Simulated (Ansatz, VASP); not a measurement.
## One calculation of MgO, two programs

```
Mg O
1.0
     0.00000    2.07959    2.07959
     2.07959    0.00000    2.07959
     2.07959    2.07959    0.00000
Mg O
1 1
Direct
  0.00000 0.00000 0.00000
  0.50000 0.50000 0.50000
```

Alike in both runs: task single point; functional LDA; k mesh 10 × 10 × 10; no spin polarisation.

|  | VASP | Ansatz |
| --- | --- | --- |
| version | VASP 6.6.1 | Ansatz 0.2.0 |
| potentials or method | VASP PAW LDA potentials, release 64 (Mg, O), cutoff 520 eV | all-electron LAPW, scalar-relativistic |
| occupations | gaussian, width 0.01 eV | fixed |

Ansatz gave:

- gap on the k mesh at the Fermi level (eV): 5.04
- pressure (GPa): 0.3

What did VASP give for the same quantities?

gap on the k mesh at the Fermi level (eV): 5.04; pressure (GPa): -1.7.

LDA's correlation is that of Perdew and Zunger in VASP and of Perdew and Wang (1992) in Ansatz. Ansatz ran all-electron here, and VASP with PAW potentials.
